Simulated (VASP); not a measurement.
# Mg4FeO3 (P4/mmm) in VASP: relaxation of cell and atoms with PBE

Aim: the relaxation of cell and atoms of Mg4FeO3 with PBE.

Everything below comes from runs of VASP 6.6.1. Logs are shortened: lines on timing, memory, paths and dates and some standing lists are left out, and cuts for length are marked.

### 1 The cell of the first run

Symmetry: P4/mmm, No. 123, tetragonal system. The conventional cell has a = 2.898 Å, b = 2.898 Å, c = 11.826 Å, α = 90.00°, β = 90.00°, γ = 90.00°. Within 3.4 Å of Mg (site symmetry 4mm) lie 4 O at 2.49 Å and 4 Fe at 2.65 Å and 6 Mg at 2.82 to 3.37 Å. Mg (site symmetry 4mm) has 8 O at 2.48 to 2.49 Å and 6 Mg at 2.82 to 2.90 Å within 3.3 Å. Within 3.5 Å of Fe (site symmetry 4/mmm) lie 8 Mg at 2.65 Å and 4 Fe at 2.90 Å and 2 O at 3.11 Å. Within 3.3 Å of O (site symmetry 4mm) lie 8 Mg at 2.48 to 2.49 Å and 5 O at 2.81 to 2.90 Å and 1 Fe at 3.11 Å. Within 3.3 Å of O (site symmetry 4/mmm) lie 8 Mg at 2.49 Å and 6 O at 2.81 to 2.90 Å.

The cell was generated, and may not be a known phase.

### 2 Relaxation of cell and atoms, PBE, collinear spin, ferromagnetic start

INCAR

```
ALGO = Normal
EDIFF = 1E-7
EDIFFG = -0.08
ENCUT = 600
GGA = PE
GGA_COMPAT = False
IBRION = 2
ISIF = 3
ISMEAR = 0
ISPIN = 2
LASPH = True
LCHARG = False
LMAXMIX = 4
LORBIT = 11
LREAL = False
LWAVE = False
MAGMOM = 0 0 0 0 4 0 0 0
NELM = 200
NELMIN = 4
NSW = 36
PREC = Accurate
SIGMA = 0.2
```

KPOINTS

```
k-points
0
Gamma
  6 6 2
```

POSCAR

```
Mg4FeO3
1.0
    2.8977397000      0.0000000000      0.0000000000
    0.0000000000      2.8977397000      0.0000000000
    0.0000000000      0.0000000000     11.8257434500
Mg Fe O
4 1 3
Direct
    0.0000000000      0.0000000000      0.8575239800
    0.0000000000      0.0000000000      0.1424760200
    0.0000000000      0.0000000000      0.3809790000
    0.0000000000      0.0000000000      0.6190210000
    0.5000000000      0.5000000000      0.0000000000
    0.5000000000      0.5000000000      0.2627250000
    0.5000000000      0.5000000000      0.5000000000
    0.5000000000      0.5000000000      0.7372750000
```

Potentials or basis: VASP PAW PBE potentials, release 64 (Mg, Fe, O).

Command:

```console
> cat potpaw_PBE.64/Mg/POTCAR potpaw_PBE.64/Fe/POTCAR potpaw_PBE.64/O/POTCAR > POTCAR
> mpirun -np 1 vasp_std > vasp.out
```

OUTCAR:

```text
EDIFF = 1E-7
   EDIFFG = -0.08
   ENCUT = 600
   GGA = PE
   IBRION = 2
   ISIF = 3
   ISMEAR = 0
   ISPIN = 2
   LASPH = True
   LORBIT = 11
   LREAL = False
   NELM = 200
   NELMIN = 4
   NSW = 36
   PREC = Accurate

 ion  position               nearest neighbor table
   1  0.000  0.000  0.858-   8 2.49   8 2.49   8 2.49   8 2.49   5 2.65   5 2.65   5 2.65   5 2.65
                             4 2.82   2 3.37
   2  0.000  0.000  0.142-   6 2.49   6 2.49   6 2.49   6 2.49   5 2.65   5 2.65   5 2.65   5 2.65
                             3 2.82   1 3.37
   3  0.000  0.000  0.381-   6 2.48   6 2.48   6 2.48   6 2.48   7 2.49   7 2.49   7 2.49   7 2.49
                             4 2.82   2 2.82
   4  0.000  0.000  0.619-   8 2.48   8 2.48   8 2.48   8 2.48   7 2.49   7 2.49   7 2.49   7 2.49
                             3 2.82   1 2.82
   5  0.500  0.500  0.000-   1 2.65   2 2.65   1 2.65   2 2.65   1 2.65   2 2.65   1 2.65   2 2.65

   6  0.500  0.500  0.263-   3 2.48   3 2.48   3 2.48   3 2.48   2 2.49   2 2.49   2 2.49   2 2.49

   7  0.500  0.500  0.500-   3 2.49   3 2.49   3 2.49   3 2.49   4 2.49   4 2.49   4 2.49   4 2.49

   8  0.500  0.500  0.737-   4 2.48   4 2.48   4 2.48   4 2.48   1 2.49   1 2.49   1 2.49   1 2.49

  LATTYP: Found a simple tetragonal cell.
 ALAT       =     2.8977397000
 C/A-ratio  =     4.0810233749

  Lattice vectors:

 A1 = (   2.8977397000,   0.0000000000,   0.0000000000)
 A2 = (   0.0000000000,   2.8977397000,   0.0000000000)
 A3 = (   0.0000000000,   0.0000000000,  11.8257434500)

Analysis of symmetry for initial positions (statically):
=====================================================================
 Subroutine PRICEL returns:
 Original cell was already a primitive cell.

 Routine SETGRP: Setting up the symmetry group for a
 simple tetragonal supercell.

 Subroutine GETGRP returns: Found 16 space group operations
 (whereof 16 operations were pure point group operations)
 out of a pool of 16 trial point group operations.

The static configuration has the point symmetry D_4h.

Analysis of symmetry for dynamics (positions and initial velocities):
=====================================================================
 Subroutine PRICEL returns:
 Original cell was already a primitive cell.

 Routine SETGRP: Setting up the symmetry group for a
 simple tetragonal supercell.

 Subroutine GETGRP returns: Found 16 space group operations
 (whereof 16 operations were pure point group operations)
 out of a pool of 16 trial point group operations.

The dynamic configuration has the point symmetry D_4h.

Analysis of structural, dynamic, and magnetic symmetry:
=====================================================================
 Subroutine PRICEL returns:
 Original cell was already a primitive cell.

 Routine SETGRP: Setting up the symmetry group for a
 simple tetragonal supercell.

 Subroutine GETGRP returns: Found 16 space group operations
 (whereof 16 operations were pure point group operations)
 out of a pool of 16 trial point group operations.

The overall configuration has the point symmetry D_4h.

 Subroutine INISYM returns: Found 16 space group operations
 (whereof 16 operations are pure point group operations),
 and found     1 'primitive' translations

----------------------------------------------------------------------------------------

                                     Primitive cell

  volume of cell :      99.2995

  direct lattice vectors                    reciprocal lattice vectors
     2.897739700  0.000000000  0.000000000     0.345096559  0.000000000  0.000000000
     0.000000000  2.897739700  0.000000000     0.000000000  0.345096559  0.000000000
     0.000000000  0.000000000 11.825743450     0.000000000  0.000000000  0.084561280

  length of vectors
     2.897739700  2.897739700 11.825743450     0.345096559  0.345096559  0.084561280

  position of ions in fractional coordinates (direct lattice)
     0.000000000  0.000000000  0.857523980
     0.000000000  0.000000000  0.142476020
     0.000000000  0.000000000  0.380979000
     0.000000000  0.000000000  0.619021000
     0.500000000  0.500000000  0.000000000
     0.500000000  0.500000000  0.262725000
     0.500000000  0.500000000  0.500000000
     0.500000000  0.500000000  0.737275000

[... 62 lines left out ...]
   dimension x,y,z NGX =    24 NGY =   24 NGZ =   96
   dimension x,y,z NGXF=    48 NGYF=   48 NGZF=  192
   ions per type =               4   1   3
   NGX,Y,Z   is equivalent  to a cutoff of  13.77, 13.77, 13.50 a.u.
   NGXF,Y,Z  is equivalent  to a cutoff of  27.54, 27.54, 26.99 a.u.
 SYSTEM =  unknown system
   PREC   = accura    normal or accurate (medium, high low for compatibility)
   ISTART =      0    job   : 0-new  1-cont  2-samecut
   ICHARG =      2    charge: 1-file 2-atom 10-const
   ISPIN  =      2    spin polarized calculation?
   LNONCOLLINEAR =      F non collinear calculations
   LSORBIT =      F    spin-orbit coupling
   LASPH  =      T    aspherical Exc in radial PAW
   ENCUT  =  600.0 eV  44.10 Ry    6.64 a.u.   5.79  5.79 23.62*2*pi/ulx,y,z
   NELM   =    200;   NELMIN=  4; NELMDL= -5     # of ELM steps
   EDIFF  = 0.1E-06   stopping-criterion for ELM
   LREAL  =      F    real-space projection
   EDIFFG = -.8E-01   stopping-criterion for IOM
   NSW    =     36    number of steps for IOM
   IBRION =      2    ionic relax: 0-MD 1-quasi-New 2-CG
   NFREE  =      1    steps in history (QN), initial steepest desc. (CG)
   ISIF   =      3    stress and relaxation
   ISYM   =      2    0-nonsym 1-usesym 2-fastsym
   POTIM  = 0.5000    time-step for ionic-motion
   TEBEG  =    0.0;   TEEND  =   0.0 temperature during run
   PSTRESS=    0.0 pullay stress
   NELECT =      34.0000    total number of electrons
   NUPDOWN=      -1.0000    fix difference up-down
   EMIN   =  10.00;   EMAX   =-10.00  energy-range for DOS
   EFERMI =   0.00;   METHOD = LEGACY
   ISMEAR =     0;   SIGMA  =   0.20  broadening in eV -4-tet -1-fermi 0-gaus
   EFERMI_NEDOS =   21; number of points for ismear=-14 and -15
   IALGO  =     38    algorithm
   IMIX   =      4    mixing-type and parameters
     AMIX     =   0.40;   BMIX     =  1.00
     AMIX_MAG =   1.60;   BMIX_MAG =  1.00
  volume/ion in A,a.u.               =      12.41        83.76
  Fermi-wavevector in a.u.,A,eV,Ry     =   1.145299  2.164301 17.846884  1.311709
  Thomas-Fermi vector in A             =   2.281988
   LORBIT       =     11    0 simple, 1 ext, 2 COOP (PROOUT), +10 PAW based schemes
   GGA     = PE    functional components
   LHFCALC =     F    Hartree Fock is set to
   AEXX    =    0.0000 exact exchange contribution
   IVDW    =     0    specifies the selected vdW correction
   LEPSILON=     F    determine dielectric tensor
   LRPA    =     F    only Hartree local field effects (RPA)
 conjugate gradient relaxation of ions
 spin polarized calculation
 Gauss-broadening in eV      SIGMA  =   0.20
  energy-cutoff  :      600.00
  volume of cell :       99.30
 maximum number of plane-waves:      3360
 NGX is ok and might be reduce to    24
   NGX = 11   NGY = 11   NGZ = 47

--------------------------------------- Ionic step        1  -------------------------------------------

 number of electron      33.9999993 magnetization       1.9866193

 Free energy of the ion-electron system (eV)
  ---------------------------------------------------
  ext. energy  EPLUGINS =         0.00000000
  ---------------------------------------------------
  free energy    TOTEN  =       -38.64187686 eV

  energy without entropy =      -38.59693043  energy(sigma->0) =      -38.61940365

------------------------ aborting loop because EDIFF is reached ----------------------------------------

  FORCE on cell =-STRESS in cart. coord.  units (eV):
  Direction    XX          YY          ZZ          XY          YZ          ZX
  --------------------------------------------------------------------------------------
  -------------------------------------------------------------------------------------
  Total       -8.9704334     -8.9704334     -3.1494611      0.0000000     -0.0000000      0.0000000
  in kB     -144.7360832   -144.7360832    -50.8159012      0.0000000     -0.0000000      0.0000000
  external PRESSURE =    -113.4293559 kB  Pullay stress =       0.0000000 kB
[... 107 lines left out ...]
  FREE ENERGIE OF THE ION-ELECTRON SYSTEM (eV)
  ---------------------------------------------------
  free  energy   TOTEN  =       -39.5964608173 eV

  energy  without entropy=      -39.5551745891  energy(sigma->0) =      -39.57581770

[... ionic steps 4 to 7 ...]

--------------------------------------- Ionic step        8  -------------------------------------------

 number of electron      34.0000003 magnetization       2.1662074

------------------------ aborting loop because EDIFF is reached ----------------------------------------
[... 79 lines left out ...]
--------------------------------------- Ionic step       10  -------------------------------------------

 number of electron      34.0000010 magnetization       2.1790154

 Free energy of the ion-electron system (eV)
  ---------------------------------------------------
  ext. energy  EPLUGINS =         0.00000000
  ---------------------------------------------------
  free energy    TOTEN  =       -40.22806205 eV

  energy without entropy =      -40.20461390  energy(sigma->0) =      -40.21633797

 E-fermi :   5.8735     XC(G=0): -11.0427

 val. band max:        5.7443850811   @ k =   0.5000   0.3333   0.5000
 cond. band min:       5.9230973120   @ k =   0.5000   0.5000   0.0000
 fundamental gap:      0.1787122309
 Fermi energy:         5.8734674586

 spin component 1

 k-point     1 :       0.0000    0.0000    0.0000
  band No.  band energies     occupation
      1     -14.2718      1.00000
      2     -13.8854      1.00000
      3     -13.4624      1.00000
      4      -2.0502      1.00000
      5      -1.6774      1.00000
      6       0.5540      1.00000
[... 529 lines left out ...]
     23      11.9844      0.00000
     24      11.9844      0.00000
 Fermi energy:         5.8734674586

 spin component 2

 k-point     1 :       0.0000    0.0000    0.0000
  band No.  band energies     occupation
      1     -14.2810      1.00000
      2     -13.9028      1.00000
      3     -13.4723      1.00000
      4      -2.0791      1.00000
      5      -1.6683      1.00000
      6       0.6870      1.00000
[... 564 lines left out ...]
  FREE ENERGIE OF THE ION-ELECTRON SYSTEM (eV)
  ---------------------------------------------------
  free  energy   TOTEN  =       -40.2280620517 eV

  energy  without entropy=      -40.2046138961  energy(sigma->0) =      -40.21633797

 reached required accuracy - stopping structural energy minimisation

 total charge

# of ion       s       p       d       tot
------------------------------------------
    1        0.196   0.160   0.046   0.402
    2        0.196   0.160   0.046   0.402
    3        0.141   0.145   0.057   0.342
    4        0.141   0.145   0.057   0.342
    5        0.436   0.366   6.202   7.004
    6        1.555   3.468   0.000   5.023
    7        1.552   3.474   0.000   5.026
    8        1.555   3.468   0.000   5.023
--------------------------------------------------
tot          5.772  11.386   6.407  23.565

 magnetization (x)

# of ion       s       p       d       tot
------------------------------------------
    1       -0.011  -0.009  -0.002  -0.022
    2       -0.011  -0.009  -0.002  -0.022
    3       -0.000  -0.000  -0.000  -0.000
    4       -0.000  -0.000  -0.000  -0.000
    5        0.009   0.010   2.303   2.321
    6       -0.001  -0.010   0.000  -0.011
    7       -0.000  -0.001   0.000  -0.001
    8       -0.001  -0.010   0.000  -0.011
--------------------------------------------------
tot         -0.016  -0.031   2.300   2.253
```

Wall time 22 min (1 thread of Intel Xeon 6975P-C (Granite Rapids), shared host); peak memory 0.33 GiB.

What came out:

- Free energy: -40.2281 eV
- Relaxed volume: 10.76 Å³/atom
- Relaxed cell: a = 2.665 Å, b = 2.665 Å, c = 12.116 Å, α = 90.00°, β = 90.00°, γ = 90.00°
- Space group after relaxing (to 0.1 Å): P4/mmm (No. 123)
- Energy gained by relaxing: 198.3 meV/atom
- Ionic steps: 10
- Pressure after relaxing: 0.4 GPa
- Largest force after relaxing: 0.073 eV/Å
- Net moment: 2.18 μB per cell
- Site moments: Mg -0.02, -0.00 (each value once); Fe +2.32; O -0.01, -0.00 (each value once) μB
- Valence electrons inside the program's atomic spheres: Mg 0.40, 0.34 (each value once); Fe 7.00; O 5.02, 5.03 (each value once)

Forces on the atoms (eV/Å):
```
Mg   0.000  0.000 -0.073
Mg   0.000  0.000  0.073
Mg   0.000  0.000  0.064
Mg   0.000  0.000 -0.064
Fe   0.000  0.000  0.000
O    0.000  0.000  0.004
O    0.000  0.000  0.000
O    0.000  0.000 -0.004
```

The path:
```
step  energy change (eV)  largest force (eV/Å)  pressure (GPa)  volume (Å³)
   1              0.0000                1.6880          -11.34        99.30
   2             -0.8906                1.5507           -0.65        87.16
   3             -0.9546                1.4009            4.56        83.47
   4             -1.2609                0.9525            3.57        83.84
   5             -1.3288                1.1655            3.50        84.05
   6             -1.5164                0.5352           -1.77        87.59
   7             -1.5255                0.3767           -2.97        88.57
   8             -1.5775                0.2279           -0.46        86.61
   9             -1.5793                0.2401            0.12        86.19
  10             -1.5862                0.0733            0.40        86.07
```

Final structure:
```yaml
crystal:
  lattice:
    - [2.66528, 0.00000, 0.00000]
    - [0.00000, 2.66528, 0.00000]
    - [0.00000, 0.00000, 12.11631]
  atoms:
    - { symbol: Mg, position: [0.00000, 0.00000, 0.82806] }
    - { symbol: Mg, position: [0.00000, 0.00000, 0.17194] }
    - { symbol: Mg, position: [0.00000, 0.00000, 0.39001] }
    - { symbol: Mg, position: [0.00000, 0.00000, 0.60999] }
    - { symbol: Fe, position: [0.50000, 0.50000, 0.00000] }
    - { symbol: O, position: [0.50000, 0.50000, 0.28029] }
    - { symbol: O, position: [0.50000, 0.50000, 0.50000] }
    - { symbol: O, position: [0.50000, 0.50000, 0.71971] }
```

Caveat: the k points lie up to 0.39 Å⁻¹ apart in the final cell; a cell with one magnetic atom can't hold antiferromagnetic order, which such compounds often take; the relaxation stopped at a loose force limit of 0.08 eV/Å, so its end isn't a converged minimum. With open d or f shells a metallic result of PBE can be an artefact of self-interaction; +U or a hybrid may open a gap.
